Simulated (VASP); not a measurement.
# Hf4H3 in VASP: single point with PBE

Aim: the single point of Hf4H3 with PBE.

Everything below comes from runs of VASP 6.6.1. Logs are shortened: lines on timing, memory, paths and dates and some standing lists are left out, and cuts for length are marked.

### 1 The cell of the first run

The typed cell holds 7 atoms: a = 3.265 Å, b = 3.211 Å, c = 10.811 Å, α = 87.80°, β = 90.00°, γ = 120.56°.

### 2 Single point, PBE

File INCAR:

```
PREC = Accurate
ENCUT = 520
EDIFF = 1E-7
ISMEAR = 0
SIGMA = 0.2
LREAL = F
LASPH = T
NELM = 80
ALGO = Normal
ISIF = 2
LWAVE = F
LCHARG = F
GGA = PE
NBANDS = 30
```

File KPOINTS:

```
regular mesh
0
Gamma
  6 6 2
```

File POSCAR:

```
Hf4H3
1.0
    3.2646155049     -0.0000149190     -0.0001656233
   -1.6325328473      2.7647570013      0.0619543358
    0.0005532469      0.2412162225     10.8086655416
Hf H
4 3
Direct
    0.9962680291      0.9925296131      0.9818943414
    0.3098845007      0.6197045400      0.2549883064
    0.7177125826      0.4355709349      0.5115135544
    0.3543838350      0.7088432415      0.7451927833
    0.3261923959      0.6524299850      0.0644439606
    0.9824246101      0.9647085867      0.1809750479
    0.6464673799      0.2928797654      0.3234920061
```

Potentials or basis: VASP PAW PBE potentials, release 64 (Hf_pv, H).

The run is started by

```bash
cat potpaw_PBE.64/Hf_pv/POTCAR potpaw_PBE.64/H/POTCAR > POTCAR
mpirun -np 1 vasp_std > vasp.out
```

OUTCAR:

```text
PREC = Accurate
   ENCUT = 520
   EDIFF = 1E-7
   ISMEAR = 0
   LREAL = F
   LASPH = T
   NELM = 80
   ISIF = 2
   GGA = PE

 ion  position               nearest neighbor table
   1  0.996  0.993  0.982-   5 2.07   5 2.07   5 2.07   6 2.15   4 3.16   4 3.16   4 3.17   2 3.49
                             2 3.49   2 3.49
   2  0.310  0.620  0.255-   7 1.99   7 1.99   6 2.01   7 2.03   6 2.04   6 2.04   5 2.06   3 3.24
                             3 3.24   1 3.49   1 3.49   1 3.49   3 3.65
   3  0.718  0.436  0.512-   7 2.09   4 3.13   4 3.13   4 3.16   2 3.24   2 3.24   2 3.65
   4  0.354  0.709  0.745-   3 3.13   3 3.13   3 3.16   1 3.16   1 3.16   1 3.17
   5  0.326  0.652  0.064-   2 2.06   1 2.07   1 2.07   1 2.07
   6  0.982  0.965  0.181-   2 2.01   2 2.04   2 2.04   1 2.15
   7  0.646  0.293  0.323-   2 1.99   2 1.99   2 2.03   3 2.09

  LATTYP: Found a base centered monoclinic cell.
 ALAT       =    43.3519000693
 B/A-ratio  =     0.0753050156
 C/A-ratio  =     0.2493859971
 COS(beta)  =    -0.9918445162

  Lattice vectors:

 A1 = (   1.6309761638,   2.2823096373, -21.5555423707)
 A2 = (  -1.6336393411,   2.2823245563, -21.5553767474)
 A3 = (   0.0005532469,   0.2412162225,  10.8086655416)

Analysis of symmetry for initial positions (statically):
=====================================================================
 Subroutine PRICEL returns:
 Original cell was already a primitive cell.

 Routine SETGRP: Setting up the symmetry group for a
 base centered monoclinic supercell.

 Subroutine GETGRP returns: Found  1 space group operations
 (whereof  1 operations were pure point group operations)
 out of a pool of  4 trial point group operations.

The static configuration has the point symmetry C_1 .

Analysis of symmetry for dynamics (positions and initial velocities):
=====================================================================
 Subroutine PRICEL returns:
 Original cell was already a primitive cell.

 Routine SETGRP: Setting up the symmetry group for a
 base centered monoclinic supercell.

 Subroutine GETGRP returns: Found  1 space group operations
 (whereof  1 operations were pure point group operations)
 out of a pool of  4 trial point group operations.

The dynamic configuration has the point symmetry C_1 .

 Subroutine INISYM returns: Found  1 space group operations
 (whereof  1 operations are pure point group operations),
 and found     1 'primitive' translations

----------------------------------------------------------------------------------------

[... 103 lines left out ...]
   LREAL  =      F    real-space projection
   EDIFFG = 0.1E-05   stopping-criterion for IOM
   NSW    =      0    number of steps for IOM
   IBRION =     -1    ionic relax: 0-MD 1-quasi-New 2-CG
   NFREE  =      0    steps in history (QN), initial steepest desc. (CG)
   ISIF   =      2    stress and relaxation
   ISYM   =      2    0-nonsym 1-usesym 2-fastsym
   POTIM  = 0.5000    time-step for ionic-motion
   TEBEG  =    0.0;   TEEND  =   0.0 temperature during run
   PSTRESS=    0.0 pullay stress
   NELECT =      43.0000    total number of electrons
   NUPDOWN=      -1.0000    fix difference up-down
   EMIN   =  10.00;   EMAX   =-10.00  energy-range for DOS
   EFERMI =   0.00;   METHOD = LEGACY
   ISMEAR =     0;   SIGMA  =   0.20  broadening in eV -4-tet -1-fermi 0-gaus
   EFERMI_NEDOS =   21; number of points for ismear=-14 and -15
   IALGO  =     38    algorithm
   IMIX   =      4    mixing-type and parameters
     AMIX     =   0.40;   BMIX     =  1.00
     AMIX_MAG =   1.60;   BMIX_MAG =  1.00
  volume/ion in A,a.u.               =      13.93        94.00
  Fermi-wavevector in a.u.,A,eV,Ry     =   1.246092  2.354772 21.126371  1.552744
  Thomas-Fermi vector in A             =   2.380285
   LORBIT       =      0    0 simple, 1 ext, 2 COOP (PROOUT), +10 PAW based schemes
   GGA     = PE    functional components
   LHFCALC =     F    Hartree Fock is set to
   AEXX    =    0.0000 exact exchange contribution
   IVDW    =     0    specifies the selected vdW correction
   LEPSILON=     F    determine dielectric tensor
   LRPA    =     F    only Hartree local field effects (RPA)
 non-spin polarized calculation
 Gauss-broadening in eV      SIGMA  =   0.20
  energy-cutoff  :      520.00
  volume of cell :       97.51
 maximum number of plane-waves:      2658
   NGX = 13   NGY = 11   NGZ = 41

 number of electron      43.0000002 magnetization

 Free energy of the ion-electron system (eV)
  ---------------------------------------------------
  ext. energy  EPLUGINS =         0.00000000
  ---------------------------------------------------
  free energy    TOTEN  =       -51.80738193 eV

  energy without entropy =      -51.73761516  energy(sigma->0) =      -51.77249855

 E-fermi :   4.6960     XC(G=0): -11.2359

 val. band max:        4.6298558749   @ k =  -0.0000   0.1667   0.5000
 cond. band min:       4.6964426595   @ k =   0.5000   0.5000   0.0000
 fundamental gap:      0.0665867846
 Fermi energy:         4.6959959329

 k-point     1 :       0.0000    0.0000    0.0000
  band No.  band energies     occupation
      1     -26.3558      2.00000
      2     -26.1132      2.00000
      3     -25.9908      2.00000
      4     -25.9594      2.00000
      5     -25.9119      2.00000
      6     -25.7797      2.00000
[... 781 lines left out ...]
     29       9.2677      0.00000
     30       9.9677      0.00000

 [... further k-points ...]
[... 5 lines left out ...]
  --------------------------------------------------------------------------------------
  -------------------------------------------------------------------------------------
  Total       -0.2853755     -0.3400824     -0.3513725      0.0026231     -0.0011901      0.0000290
  in kB       -4.6890439     -5.5879414     -5.7734490      0.0431003     -0.0195547      0.0004769
  external PRESSURE =      -5.3501447 kB  Pullay stress =       0.0000000 kB

 VOLUME and BASIS-vectors are now :
 -----------------------------------------------------------------------------
  energy-cutoff  :      520.00
  volume of cell :       97.51
      direct lattice vectors                 reciprocal lattice vectors
     3.264615505 -0.000014919 -0.000165623     0.306315407  0.180963875 -0.004054237
    -1.632532847  2.764757001  0.061954336     0.000001244  0.361877146 -0.008075987
     0.000553247  0.241216222 10.808665542     0.000004687 -0.002071476  0.092564588

 POSITION                                       TOTAL-FORCE (eV/Angst)
 -----------------------------------------------------------------------------------
      1.63264      2.98094     10.67429         0.000073      0.002246      0.012521
      0.00011      1.77484      2.79443         0.000211      0.004573     -0.007578
      1.63225      1.32762      5.55565         0.000388     -0.008210     -0.004139
      0.00013      2.13953      8.09840        -0.000084     -0.000669      0.002811
     -0.00018      1.81935      0.73692         0.000260     -0.000643     -0.000883
      1.63242      2.71082      2.01570        -0.000439      0.003249     -0.001577
      1.63251      0.88776      3.51456        -0.000409     -0.000546     -0.001156
 -----------------------------------------------------------------------------------
    total drift:                                0.000007      0.000147      0.000003

  FREE ENERGIE OF THE ION-ELECTRON SYSTEM (eV)
  ---------------------------------------------------
  free  energy   TOTEN  =       -51.8073819318 eV

  energy  without entropy=      -51.7376151617  energy(sigma->0) =      -51.77249855
```

OSZICAR:

```text
N       E                     dE             d eps       ncg     rms          rms(c)
DAV:   1     0.156927487105E+03    0.15693E+03   -0.23044E+04  2400   0.134E+03
DAV:   2    -0.446058605815E+02   -0.20153E+03   -0.19462E+03  2766   0.331E+02
DAV:   3    -0.544843543109E+02   -0.98785E+01   -0.94908E+01  3216   0.466E+01
[... 10 lines left out ...]
DAV:  14    -0.518073854847E+02    0.26379E-05   -0.60513E-05  3148   0.388E-02    0.567E-02
DAV:  15    -0.518073822021E+02    0.32826E-05   -0.11231E-05  3130   0.176E-02    0.212E-02
DAV:  16    -0.518073824124E+02   -0.21022E-06   -0.89889E-07  2906   0.528E-03    0.203E-02
DAV:  17    -0.518073821335E+02    0.27885E-06   -0.86880E-07  2802   0.470E-03    0.993E-03
DAV:  18    -0.518073818374E+02    0.29611E-06   -0.25263E-07  2386   0.269E-03    0.302E-03
DAV:  19    -0.518073819318E+02   -0.94360E-07   -0.26481E-08  1554   0.915E-04
   1 F= -.51807382E+02 E0= -.51772499E+02  d E =-.697668E-01
```

It took 4.1 min on 1 thread of Oxide Virtual Turin-like, shared host; peak memory 0.22 GiB.

What came out:

```
Free energy   : -51.8074 eV
Pressure      : -0.5 GPa
Largest force : 0.013 eV/Å
```

Forces in eV/Å, atoms in the order of the input:
```
Hf   0.000  0.002  0.013
Hf   0.000  0.005 -0.008
Hf   0.000 -0.008 -0.004
Hf   0.000 -0.001  0.003
H    0.000 -0.001 -0.001
H    0.000  0.003 -0.002
H    0.000 -0.001 -0.001
```

Levels at points of the mesh, in eV from the Fermi level:
| k point | band 18 | band 19 | band 20 | band 21 | band 22 | band 23 | band 24 | band 25 | band 26 | band 27 |
| --- | --- | --- | --- | --- | --- | --- | --- | --- | --- | --- |
| (0.00, 0.00, 0.00) | -1.42 | 0.18 | 0.30 | 0.58 | 0.79 | 1.14 | 1.21 | 1.28 | 1.57 | 1.67 |
| (0.50, 0.00, 0.00) | -2.08 | -1.69 | -1.49 | -0.98 | 0.00 | 0.95 | 1.08 | 1.27 | 2.38 | 2.81 |
| (0.00, 0.50, 0.00) | -2.52 | -1.71 | -1.50 | -0.54 | 0.65 | 0.72 | 1.26 | 1.49 | 2.21 | 2.38 |
| (0.50, 0.50, 0.00) | -2.08 | -1.69 | -1.49 | -0.98 | 0.00 | 0.95 | 1.08 | 1.27 | 2.38 | 2.81 |
| (0.00, 0.00, 0.50) | -1.32 | 0.06 | 0.32 | 0.58 | 0.82 | 0.98 | 1.18 | 1.25 | 1.48 | 1.61 |
| (0.50, 0.00, 0.50) | -2.45 | -1.72 | -1.15 | -0.74 | -0.09 | 0.91 | 1.07 | 1.38 | 1.75 | 3.67 |
| (0.00, 0.50, 0.50) | -2.62 | -1.83 | -1.25 | -0.42 | 0.81 | 1.00 | 1.15 | 1.17 | 1.34 | 3.82 |
| (0.50, 0.50, 0.50) | -2.45 | -1.72 | -1.15 | -0.74 | -0.09 | 0.91 | 1.07 | 1.38 | 1.75 | 3.68 |

Caveat: the k points lie up to 0.38 Å⁻¹ apart; spin-orbit coupling is left out, which moves the levels of the heavy elements.
